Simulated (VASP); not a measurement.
Here is a VASP 6.6.1 calculation.

INCAR

```
PREC = Accurate ; ENCUT = 600
EDIFF = 1E-6 ; ISMEAR = 0
SIGMA = 0.1 ; LREAL = F
LASPH = T ; NELM = 60
ALGO = Normal ; ISIF = 4
LWAVE = F ; LCHARG = F
GGA = PE ; IBRION = 2
NSW = 50 ; EDIFFG = -0.01
```

KPOINTS

```
Automatic mesh
0
Gamma
  15 15 14
```

POSCAR

```
TiB2
1.0
    3.0014719965      0.0000000000      0.0000000000
   -1.5007359983      2.5993509977      0.0000000000
    0.0000000000      0.0000000000      3.1908489903
Ti B
1 2
Direct
    0.0000000000      0.0000000000      0.0000000000
    0.3333333333      0.6666666667      0.5000000000
    0.6666666667      0.3333333333      0.5000000000
```

Potentials or basis: VASP PAW PBE potentials, release 64 (Ti_sv, B).

Command:

```bash
$ cat potpaw_PBE.64/Ti_sv/POTCAR potpaw_PBE.64/B/POTCAR > POTCAR
$ mpirun -np 1 vasp_std > vasp.out
```

(1) Estimate the band gap on the k mesh.

## Answers

(1) zero (bands 9 and 10 overlap by 0.63 eV).
